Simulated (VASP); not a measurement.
# MgF2 (P4_2/mnm) in VASP: relaxation of the atoms with PBE

Aim: the relaxation of the atoms of MgF2 with PBE.

Everything below comes from runs of VASP 6.6.1. Logs are shortened: lines on timing, memory, paths and dates and some standing lists are left out, and cuts for length are marked.

### 1 The cell of the first run

It takes space group P4_2/mnm (No. 136, tetragonal). The conventional cell has a = 4.625 Å, b = 4.625 Å, c = 3.052 Å, α = 90.00°, β = 90.00°, γ = 90.00°. Mg (site symmetry mmm) has 6 F at 1.98 to 2.00 Å within 2.6 Å. Within 2.6 Å of F (site symmetry m2m) lie 3 Mg at 1.98 to 2.00 Å and 1 F at 2.58 Å.

### 2 Relaxation of the atoms, PBE

File INCAR:

```
SYSTEM = MgF2
  ALGO = Normal
  EDIFF = 1E-7
  EDIFFG = -0.02
  ENCUT = 520
  GGA = PE
  GGA_COMPAT = .FALSE.
  IBRION = 2
  ISIF = 2
  ISMEAR = -1
  LASPH = .TRUE.
  LCHARG = .FALSE.
  LREAL = .FALSE.
  LWAVE = .FALSE.
  NELM = 120
  NELMIN = 4
  NSW = 80
  PREC = Accurate
  SIGMA = 0.02
```

File KPOINTS:

```
k-points
0
G
  4 4 6
  0 0 0
```

File POSCAR:

```
MgF2
1.0
    4.6250000000      0.0000000000      0.0000000000
    0.0000000000      4.6250000000      0.0000000000
    0.0000000000      0.0000000000      3.0520000000
Mg F
2 4
Direct
    0.0000000000      0.0000000000      0.0000000000
    0.5000000000      0.5000000000      0.5000000000
    0.3030000000      0.3030000000      0.0000000000
    0.1970000000      0.8030000000      0.5000000000
    0.6970000000      0.6970000000      0.0000000000
    0.8030000000      0.1970000000      0.5000000000
```

Potentials or basis: VASP PAW PBE potentials, release 64 (Mg, F).

Launch:

```bash
$ cat potpaw_PBE.64/Mg/POTCAR potpaw_PBE.64/F/POTCAR > POTCAR
$ mpirun -np 1 vasp_std > vasp.out
```

OUTCAR:

```text
SYSTEM = MgF2
   EDIFF = 1E-7
   EDIFFG = -0.02
   ENCUT = 520
   GGA = PE
   IBRION = 2
   ISIF = 2
   ISMEAR = -1
   LASPH = .TRUE.
   LREAL = .FALSE.
   NELM = 120
   NELMIN = 4
   NSW = 80
   PREC = Accurate

 ion  position               nearest neighbor table
   1  0.000  0.000  0.000-   3 1.98   5 1.98   4 2.00   6 2.00   4 2.00   6 2.00   2 3.61   2 3.61
                             2 3.61   2 3.61   2 3.61   2 3.61   2 3.61   2 3.61
   2  0.500  0.500  0.500-   4 1.98   6 1.98   5 2.00   3 2.00   3 2.00   5 2.00   1 3.61   1 3.61
                             1 3.61   1 3.61   1 3.61   1 3.61   1 3.61   1 3.61
   3  0.303  0.303  0.000-   1 1.98   2 2.00   2 2.00
   4  0.197  0.803  0.500-   2 1.98   1 2.00   1 2.00
   5  0.697  0.697  0.000-   1 1.98   2 2.00   2 2.00
   6  0.803  0.197  0.500-   2 1.98   1 2.00   1 2.00

  LATTYP: Found a simple tetragonal cell.
 ALAT       =     4.6250000000
 C/A-ratio  =     0.6598918919

  Lattice vectors:

 A1 = (   4.6250000000,   0.0000000000,   0.0000000000)
 A2 = (   0.0000000000,   4.6250000000,   0.0000000000)
 A3 = (   0.0000000000,   0.0000000000,   3.0520000000)

Analysis of symmetry for initial positions (statically):
=====================================================================
 Subroutine PRICEL returns:
 Original cell was already a primitive cell.

 Routine SETGRP: Setting up the symmetry group for a
 simple tetragonal supercell.

 Subroutine GETGRP returns: Found 16 space group operations
 (whereof  8 operations were pure point group operations)
 out of a pool of 16 trial point group operations.

The static configuration has the point symmetry D_2h.
 The point group associated with its full space group is D_4h.

Analysis of symmetry for dynamics (positions and initial velocities):
=====================================================================
 Subroutine PRICEL returns:
 Original cell was already a primitive cell.

 Routine SETGRP: Setting up the symmetry group for a
 simple tetragonal supercell.

 Subroutine GETGRP returns: Found 16 space group operations
 (whereof  8 operations were pure point group operations)
 out of a pool of 16 trial point group operations.

The dynamic configuration has the point symmetry D_2h.
 The point group associated with its full space group is D_4h.

 Subroutine INISYM returns: Found 16 space group operations
 (whereof  8 operations are pure point group operations),
 and found     1 'primitive' translations

----------------------------------------------------------------------------------------

                                     Primitive cell

  volume of cell :      65.2842

  direct lattice vectors                    reciprocal lattice vectors
     4.625000000  0.000000000  0.000000000     0.216216216  0.000000000  0.000000000
     0.000000000  4.625000000  0.000000000     0.000000000  0.216216216  0.000000000
     0.000000000  0.000000000  3.052000000     0.000000000  0.000000000  0.327653997

  length of vectors
     4.625000000  4.625000000  3.052000000     0.216216216  0.216216216  0.327653997

  position of ions in fractional coordinates (direct lattice)
     0.000000000  0.000000000  0.000000000
     0.500000000  0.500000000  0.500000000
     0.303000000  0.303000000  0.000000000
     0.197000000  0.803000000  0.500000000
     0.697000000  0.697000000  0.000000000
     0.803000000  0.197000000  0.500000000

  ion indices of the primitive-cell ions
   primitive index   ion index
                 1           1
                 2           2
                 3           3
                 4           4
                 5           5
                 6           6

----------------------------------------------------------------------------------------

 KPOINTS: k-points

Automatic generation of k-mesh.
 Grid dimensions read from file:
 generate k-points for:    4    4    6

 Generating k-lattice:

  Cartesian coordinates                     Fractional coordinates (reciprocal lattice)
     0.054054054  0.000000000  0.000000000     0.250000000  0.000000000  0.000000000
     0.000000000  0.054054054  0.000000000     0.000000000  0.250000000  0.000000000
     0.000000000  0.000000000  0.054609000     0.000000000  0.000000000  0.166666667

  Length of vectors
     0.054054054  0.054054054  0.054609000

  Shift w.r.t. Gamma in fractional coordinates (k-lattice)
     0.000000000  0.000000000  0.000000000

 Subroutine IBZKPT returns following result:
 ===========================================

 Found     24 irreducible k-points:

 Following reciprocal coordinates:
            Coordinates               Weight
  0.000000  0.000000  0.000000      1.000000
  0.250000  0.000000  0.000000      4.000000
  0.500000  0.000000  0.000000      2.000000
  0.250000  0.250000  0.000000      4.000000
  0.500000  0.250000  0.000000      4.000000
  0.500000  0.500000  0.000000      1.000000
[... 16 lines left out ...]
  0.500000  0.250000  0.500000      4.000000
  0.500000  0.500000  0.500000      1.000000
   k-points           NKPTS =     24   k-points in BZ     NKDIM =     24   number of bands    NBANDS=     20
   number of dos      NEDOS =    301   number of ions     NIONS =      6
   total plane-waves  NPLWV =  31104
   dimension x,y,z NGX =    36 NGY =   36 NGZ =   24
   dimension x,y,z NGXF=    72 NGYF=   72 NGZF=   48
   ions per type =               2   4
   NGX,Y,Z   is equivalent  to a cutoff of  12.94, 12.94, 13.07 a.u.
   NGXF,Y,Z  is equivalent  to a cutoff of  25.88, 25.88, 26.15 a.u.
 SYSTEM =  MgF2
   PREC   = accura    normal or accurate (medium, high low for compatibility)
   ISTART =      0    job   : 0-new  1-cont  2-samecut
   ICHARG =      2    charge: 1-file 2-atom 10-const
   ISPIN  =      1    spin polarized calculation?
   LNONCOLLINEAR =      F non collinear calculations
   LSORBIT =      F    spin-orbit coupling
   LASPH  =      T    aspherical Exc in radial PAW
   ENCUT  =  520.0 eV  38.22 Ry    6.18 a.u.   8.60  8.60  5.67*2*pi/ulx,y,z
   NELM   =    120;   NELMIN=  4; NELMDL= -5     # of ELM steps
   EDIFF  = 0.1E-06   stopping-criterion for ELM
   LREAL  =      F    real-space projection
   EDIFFG = -.2E-01   stopping-criterion for IOM
   NSW    =     80    number of steps for IOM
   IBRION =      2    ionic relax: 0-MD 1-quasi-New 2-CG
   NFREE  =      1    steps in history (QN), initial steepest desc. (CG)
   ISIF   =      2    stress and relaxation
   ISYM   =      2    0-nonsym 1-usesym 2-fastsym
   POTIM  = 0.5000    time-step for ionic-motion
   TEBEG  =    0.0;   TEEND  =   0.0 temperature during run
   PSTRESS=    0.0 pullay stress
   NELECT =      32.0000    total number of electrons
   NUPDOWN=      -1.0000    fix difference up-down
   EMIN   =  10.00;   EMAX   =-10.00  energy-range for DOS
   EFERMI =   0.00;   METHOD = LEGACY
   ISMEAR =    -1;   SIGMA  =   0.02  broadening in eV -4-tet -1-fermi 0-gaus
   EFERMI_NEDOS =   21; number of points for ismear=-14 and -15
   IALGO  =     38    algorithm
   IMIX   =      4    mixing-type and parameters
     AMIX     =   0.40;   BMIX     =  1.00
     AMIX_MAG =   1.60;   BMIX_MAG =  1.00
  volume/ion in A,a.u.               =      10.88        73.43
  Fermi-wavevector in a.u.,A,eV,Ry     =   1.290790  2.439239 22.669184  1.666138
  Thomas-Fermi vector in A             =   2.422600
   LORBIT       =      0    0 simple, 1 ext, 2 COOP (PROOUT), +10 PAW based schemes
   GGA     = PE    functional components
   LHFCALC =     F    Hartree Fock is set to
   AEXX    =    0.0000 exact exchange contribution
   IVDW    =     0    specifies the selected vdW correction
   LEPSILON=     F    determine dielectric tensor
   LRPA    =     F    only Hartree local field effects (RPA)
 conjugate gradient relaxation of ions
 non-spin polarized calculation
  energy-cutoff  :      520.00
  volume of cell :       65.28
 maximum number of plane-waves:      1773
 NGX is ok and might be reduce to    36
   NGX = 17   NGY = 17   NGZ = 11

--------------------------------------- Ionic step        1  -------------------------------------------

 number of electron      32.0000032 magnetization

 Free energy of the ion-electron system (eV)
  ---------------------------------------------------
  ext. energy  EPLUGINS =         0.00000000
  ---------------------------------------------------
  free energy    TOTEN  =       -31.51098431 eV

  energy without entropy =      -31.51098431  energy(sigma->0) =      -31.51098431

------------------------ aborting loop because EDIFF is reached ----------------------------------------

  FORCE on cell =-STRESS in cart. coord.  units (eV):
  Direction    XX          YY          ZZ          XY          YZ          ZX
  --------------------------------------------------------------------------------------
  -------------------------------------------------------------------------------------
  Total        1.4724433      1.4724433      1.5658968     -0.0000000      0.0000000      0.0000000
  in kB       36.1360899     36.1360899     38.4295875     -0.0000000      0.0000000      0.0000000
  external PRESSURE =      36.9005891 kB  Pullay stress =       0.0000000 kB

 VOLUME and BASIS-vectors are now :
 -----------------------------------------------------------------------------
  energy-cutoff  :      520.00
  volume of cell :       65.28
      direct lattice vectors                 reciprocal lattice vectors
     4.625000000  0.000000000  0.000000000     0.216216216  0.000000000  0.000000000
     0.000000000  4.625000000  0.000000000     0.000000000  0.216216216  0.000000000
     0.000000000  0.000000000  3.052000000     0.000000000  0.000000000  0.327653997

 POSITION                                       TOTAL-FORCE (eV/Angst)
 -----------------------------------------------------------------------------------
      0.00000      0.00000      0.00000         0.000000     -0.000000      0.000000
      2.31250      2.31250      1.52600         0.000000     -0.000000      0.000000
      1.40137      1.40137      0.00000        -0.015792     -0.015792     -0.000000
      0.91113      3.71387      1.52600         0.015792     -0.015792     -0.000000
      3.22363      3.22363      0.00000         0.015792      0.015792      0.000000
      3.71387      0.91113      1.52600        -0.015792      0.015792      0.000000
 -----------------------------------------------------------------------------------
    total drift:                                0.000000     -0.000000     -0.000000

  FREE ENERGIE OF THE ION-ELECTRON SYSTEM (eV)
  ---------------------------------------------------
  free  energy   TOTEN  =       -31.5109843141 eV

  energy  without entropy=      -31.5109843141  energy(sigma->0) =      -31.51098431

--------------------------------------- Ionic step        2  -------------------------------------------

 number of electron      32.0000030 magnetization

 Free energy of the ion-electron system (eV)
  ---------------------------------------------------
  ext. energy  EPLUGINS =         0.00000000
  ---------------------------------------------------
  free energy    TOTEN  =       -31.51105279 eV

  energy without entropy =      -31.51105279  energy(sigma->0) =      -31.51105279

 E-fermi :  -0.8176     XC(G=0):  -9.7298

 val. band max:       -1.2087710622   @ k =   0.0000   0.0000   0.0000
 cond. band min:       5.8848455212   @ k =   0.0000   0.0000   0.0000
 fundamental gap:      7.0936165834
 Fermi energy:        -0.8176054339

 k-point     1 :       0.0000    0.0000    0.0000
  band No.  band energies     occupation
      1     -21.9559      2.00000
      2     -21.1544      2.00000
      3     -21.1544      2.00000
      4     -21.0606      2.00000
      5      -5.2845      2.00000
      6      -3.7075      2.00000
[... 12 lines left out ...]
     19      11.0381      0.00000
[... 513 lines left out ...]
      4     -21.1193      2.00000
      5      -4.9708      2.00000
      6      -4.9708      2.00000
[... 12 lines left out ...]
     19      12.1201      0.00000
     20      12.1201      0.00000

------------------------ aborting loop because EDIFF is reached ----------------------------------------

  FORCE on cell =-STRESS in cart. coord.  units (eV):
  Direction    XX          YY          ZZ          XY          YZ          ZX
  --------------------------------------------------------------------------------------
  -------------------------------------------------------------------------------------
  Total        1.4685685      1.4685685      1.5486004      0.0000000      0.0000000      0.0000000
  in kB       36.0409971     36.0409971     38.0051058      0.0000000      0.0000000      0.0000000
  external PRESSURE =      36.6957000 kB  Pullay stress =       0.0000000 kB

 VOLUME and BASIS-vectors are now :
 -----------------------------------------------------------------------------
  energy-cutoff  :      520.00
  volume of cell :       65.28
      direct lattice vectors                 reciprocal lattice vectors
     4.625000000  0.000000000  0.000000000     0.216216216  0.000000000  0.000000000
     0.000000000  4.625000000  0.000000000     0.000000000  0.216216216  0.000000000
     0.000000000  0.000000000  3.052000000     0.000000000  0.000000000  0.327653997

 POSITION                                       TOTAL-FORCE (eV/Angst)
 -----------------------------------------------------------------------------------
      0.00000      4.62500      0.00000         0.000000      0.000000      0.000000
      2.31250      2.31250      1.52600         0.000000      0.000000      0.000000
      1.40061      1.40061      3.05200        -0.006784     -0.006784     -0.000000
      0.91189      3.71311      1.52600         0.006784     -0.006784     -0.000000
      3.22439      3.22439      0.00000         0.006784      0.006784      0.000000
      3.71311      0.91189      1.52600        -0.006784      0.006784      0.000000
 -----------------------------------------------------------------------------------
    total drift:                                0.000000      0.000000     -0.000000

  FREE ENERGIE OF THE ION-ELECTRON SYSTEM (eV)
  ---------------------------------------------------
  free  energy   TOTEN  =       -31.5110527856 eV

  energy  without entropy=      -31.5110527856  energy(sigma->0) =      -31.51105279

 reached required accuracy - stopping structural energy minimisation
```

It took 40 s on 1 thread of Intel Xeon Platinum 8488C (Sapphire Rapids), shared host; peak memory 0.18 GiB.

Results:

```
Free energy                  : -31.5111 eV
Energy gained by relaxing    : 0.0 meV/atom
Ionic steps                  : 2
Pressure after relaxing      : 3.7 GPa
Largest force after relaxing : 0.010 eV/Å
Band gap on the k mesh       : 7.09 eV
```

Forces in eV/Å, atoms in the order of the input:
```
Mg   0.000  0.000  0.000
Mg   0.000  0.000  0.000
F   -0.007 -0.007  0.000
F    0.007 -0.007  0.000
F    0.007  0.007  0.000
F   -0.007  0.007  0.000
```

Stress tensor (GPa, compression positive):
```
3.60 0.00 0.00
0.00 3.60 0.00
0.00 0.00 3.80
```

Final structure:
```
Mg F
1.0
     4.62500    0.00000    0.00000
     0.00000    4.62500    0.00000
     0.00000    0.00000    3.05200
Mg F
2 4
Direct
  0.00000 0.00000 0.00000
  0.50000 0.50000 0.50000
  0.30284 0.30284 0.00000
  0.19716 0.80284 0.50000
  0.69716 0.69716 0.00000
  0.80284 0.19716 0.50000
```

PBE gaps usually lie below the measured ones, often by a third to a half.
